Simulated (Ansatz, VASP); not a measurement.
## SrO in VASP and in Ansatz

The input INCAR:

```
PREC = Accurate
ENCUT = 520
EDIFF = 1E-6
ISMEAR = 0
SIGMA = 0.05
LREAL = False
LASPH = True
NELM = 60
ALGO = Normal
ISIF = 2
LWAVE = False
LCHARG = False
GGA = PE
NBANDS = 15
```

Contents of KPOINTS:

```
Automatic mesh
0
Gamma
  12 12 12
```

File POSCAR:

```
SrO
1.0
    0.0162126477      2.6343346622      2.5933594416
    2.6153288152      0.0343144764      2.5752576128
    2.6355791253      2.6364831434      0.0140641664
Sr O
1 1
Direct
    0.5008561757      0.4959255277      0.5086743486
   -0.0008561757      0.0040744723     -0.0086743486
```

Input for Ansatz:

```yaml
crystal:
  lattice:
    - [0.0162126477, 2.6343346622, 2.5933594416]
    - [2.6153288152, 0.0343144764, 2.5752576128]
    - [2.6355791253, 2.6364831434, 0.0140641664]
  atoms:
    - { symbol: Sr, position: [0.5008561757, 0.4959255277, 0.5086743486] }
    - { symbol: O, position: [-0.0008561757, 0.0040744723, -0.0086743486] }
basis:
  ecutwfc: 420
  ecutrho_ratio: 4
kpoints:
  mp_grid: { grid: [12, 12, 12] }
hamiltonian:
  xc: pbe
scf:
  occupations: { method: gaussian, width: 0.05 }
output:
  forces: true
  stress: true
  eigenvalues: true
```

Change from the starting cell: all atoms moved at random (sigma 0.03 Å), cell strained at random (1 %).

Alike in both runs: task single point; functional PBE; k mesh 12 × 12 × 12; occupations gaussian, width 0.05 eV; no spin polarisation.

|  | VASP | Ansatz |
| --- | --- | --- |
| version | VASP 6.6.1 | Ansatz 0.2.0 |
| potentials or method | VASP PAW PBE potentials, release 64 (Sr_sv, O), cutoff 520 eV | scalar-relativistic, plane waves, PAW |
| valence electrons in the cell | 16 | 16 |

Ansatz gave:

```
gap on the k mesh at the Fermi level (eV)                     : 3.29
least direct gap on the mesh (eV)                             : 3.42
pressure (GPa)                                                : -0.5
traceless stress, the component that is largest in VASP (GPa) : 1.07
rms of the force components (eV/Å)                            : 0.052
```

Q: What did VASP give for the same quantities?

A: gap on the k mesh at the Fermi level (eV): 3.24; least direct gap on the mesh (eV): 3.39; pressure (GPa): 0.0; traceless stress, the component that is largest in VASP (GPa): 1.13; rms of the force components (eV/Å): 0.056.

Atom by atom the forces differ by 0.004 eV/Å (rms over components). With one functional, cell and mesh, what is left measures potentials, basis and numerics.
